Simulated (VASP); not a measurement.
Write the native input for VASP 6.6.1 that does the following.

```
Task                   : single point
Functional             : PBEsol
Potentials or basis    : VASP PAW PBE potentials, release 64 (Cu)
Cutoff                 : 520 eV
k mesh                 : 14 × 14 × 14
Occupations            : methfessel-paxton, width 0.1 eV
Spin                   : no spin polarisation
Dipole correction      : no
Further INCAR settings : ALGO = Normal; EDIFF = 1e-06; NBANDS = 12
```

The structure of Cu lies in POSCAR:

```
Cu
1.0
   -1.4555058104      1.4555058104      1.3882061404
    1.4555058104     -1.4555058104      1.3882061404
    1.4555058104      1.4555058104     -1.3882061404
Cu
1
Direct
    0.0000000000      0.0000000000      0.0000000000
```

The input as run:

INCAR

```
SYSTEM = Cu
PREC = Accurate ; ENCUT = 520
EDIFF = 1E-6 ; ISMEAR = 1
SIGMA = 0.1 ; LREAL = .False.
LASPH = .True. ; NELM = 100
ALGO = Normal ; ISIF = 2
LWAVE = .False. ; LCHARG = .False.
GGA = PS ; NBANDS = 12
```

KPOINTS

```
Automatic mesh
0
Gamma
  14 14 14
  0 0 0
```

Potentials or basis: VASP PAW PBE potentials, release 64 (Cu).

Command:

```sh
$ cat potpaw_PBE.64/Cu/POTCAR > POTCAR
$ mpirun -np 1 vasp_std > vasp.out
```

It gave:

```json
{"Pressure": "-4.6 GPa"}
```

Caveat: the PAW data sets were made with another functional, which shifts forces and pressure a little.

Wall time 43 s on 1 thread of AMD EPYC 7R43 64-Core Processor (Zen 3), with other jobs on the host, peak memory 0.11 GiB.
